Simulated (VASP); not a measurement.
## Be24N: single point with PBE

The system is Be24N, a slab with vacuum.

```
Be N
1.0
     4.52544    0.00000    0.00000
     0.00000    7.13362    0.00000
     0.00000    0.00000   19.86855
Be N
24 1
Cartesian
  0.0000 2.6751 4.0000
  0.0000 6.2419 4.0000
  2.2627 2.6751 4.0000
  2.2627 6.2419 4.0000
  1.1314 0.8917 4.6532
  1.1314 4.4585 4.6532
  3.3941 0.8917 4.6532
  3.3941 4.4585 4.6532
  1.1314 2.6751 5.9596
  1.1314 6.2419 5.9596
  3.3941 2.6751 5.9596
  3.3941 6.2419 5.9596
  0.0000 0.8917 6.4937
  0.0000 4.4585 6.4937
  2.2627 0.8917 6.4937
  2.2627 4.4585 6.4937
  0.0000 2.6751 7.9337
  0.0000 6.2419 7.9337
  2.2627 2.6751 7.9337
  2.2627 6.2419 7.9337
  1.1314 0.8917 8.3686
  1.1314 4.4585 8.3686
  3.3941 0.8917 8.3686
  3.3941 4.4585 8.3686
  2.2627 1.7834 9.2086
```

- Program: VASP 6.6.1
- Task: single point
- Functional: PBE
- Potentials or basis: VASP PAW PBE potentials, release 64 (Be, N)
- Cutoff: 520 eV
- k mesh: 6 × 4 × 1
- Occupations: gaussian, width 0.1 eV
- Spin: no spin polarisation
- Dipole correction: yes
- Further INCAR settings: LREAL = Auto; ALGO = Normal; EDIFF = 1e-07; NBANDS = 44

* Largest force: 1.037 eV/Å
* Band gap on the k mesh: zero (an odd number of electrons rules out a gap without spin polarisation)

Forces in eV/Å, atoms in the order of the input:
```
Be   0.000  0.074  0.478
Be   0.000 -0.038  0.453
Be   0.000 -0.019  0.456
Be   0.000  0.054  0.500
Be   0.049  0.096 -0.804
Be   0.038 -0.166 -0.755
Be  -0.049  0.096 -0.804
Be  -0.038 -0.166 -0.755
Be   0.035 -0.131  0.006
Be  -0.027 -0.017  0.187
Be  -0.035 -0.131  0.006
Be   0.027 -0.017  0.187
Be   0.000  0.275  0.468
Be   0.000  0.061  0.042
Be   0.000 -0.276 -0.596
Be   0.000 -0.054  0.242
Be   0.000  0.306 -0.366
Be   0.000 -0.123 -0.157
Be   0.000  0.748 -0.527
Be   0.000 -0.633 -0.345
Be   0.487 -0.003  0.915
Be  -0.242  0.524  0.108
Be  -0.487 -0.003  0.915
Be   0.242  0.524  0.108
N    0.000 -0.982  0.037
```

Levels at points of the mesh, in eV from the Fermi level:
```tsv
k point	band 22	band 23	band 24	band 25	band 26	band 27	band 28	band 29	band 30	band 31
(0.00, 0.00, 0.00)	-2.19	-1.55	-1.41	-1.09	-0.24	0.03	0.42	0.54	1.12	1.75
(0.50, 0.00, 0.00)	-1.31	-0.89	-0.68	-0.28	0.10	0.76	1.17	1.29	1.31	1.38
(0.00, 0.50, 0.00)	-1.76	-1.24	-1.21	-1.04	-0.78	-0.35	-0.20	0.45	1.05	1.78
(0.50, 0.50, 0.00)	-1.37	-1.36	-0.59	-0.52	-0.25	0.13	0.32	0.38	1.15	1.30
```

Run time: 12 min on 1 thread of Oxide Virtual Turin-like Processor, on a shared host, peak memory 0.65 GiB.
